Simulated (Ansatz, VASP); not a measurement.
## BN in VASP and in Ansatz

The input INCAR:

```
PREC = Accurate ; ENCUT = 600
EDIFF = 1E-6 ; ISMEAR = -1
SIGMA = 0.01 ; LREAL = False
LASPH = True ; NELM = 120
ALGO = Normal ; ISIF = 2
LWAVE = False ; LCHARG = False
GGA = PE ; NBANDS = 16
GGA_COMPAT = False
```

KPOINTS

```
Automatic mesh
0
Gamma
  13 13 5
```

File POSCAR:

```
BN
1.0
    2.4883437615      0.0000000000      0.0000000000
   -1.2441718807      2.1549689108      0.0000000000
    0.0000000000      0.0000000000      6.4954828762
B N
2 2
Direct
    0.3335953968      0.6664046028      0.2500000001
    0.6664046028      0.3335953968      0.7500000004
    0.3342158668      0.6657841328      0.7500000004
    0.6657841328      0.3342158668      0.2500000001
```

Input for Ansatz:

```yaml
crystal:
  lattice:
    - [2.4883437615, 0.0, 0.0]
    - [-1.2441718807, 2.1549689108, 0.0]
    - [0.0, 0.0, 6.4954828762]
  atoms:
    - { symbol: B, position: [0.3335953968, 0.6664046028, 0.2500000001] }
    - { symbol: B, position: [0.6664046028, 0.3335953968, 0.7500000004] }
    - { symbol: "N", position: [0.3342158668, 0.6657841328, 0.7500000004] }
    - { symbol: "N", position: [0.6657841328, 0.3342158668, 0.2500000001] }
basis:
  ecutwfc: 420.0
  ecutrho_ratio: 4
  xc_grid: 2
  precision: f64
hamiltonian:
  pseudopotentials: { kind: paw, azcp: { folder: soft_1 } }
scf:
  max_iter: 80
  self_checks: high
  occupations: { method: fermi_dirac, width: 0.01 }
kpoints:
  mp_grid: { grid: [13, 13, 5] }
  band_path: { path: [VBM, CBM], npoints: 1 }
checkpoint:
  write: "../edges.point.run"
  compress: false
  write_wavefunctions: true
  write_every: 100000
```

Alike in both runs: task single point; functional PBE; k mesh 13 × 13 × 5; occupations fermi-dirac, width 0.01 eV; no spin polarisation.

|  | VASP | Ansatz |
| --- | --- | --- |
| version | VASP 6.6.1 | Ansatz 0.2.0 |
| potentials or method | VASP PAW PBE potentials, release 64 (B, N), cutoff 600 eV | plane-wave PAW DFT |
| valence electrons in the cell | 16 | 16 |

```tsv
	VASP	Ansatz	Ansatz less VASP
gap on the k mesh at the Fermi level (eV)	4.27	4.27	+0.003
```
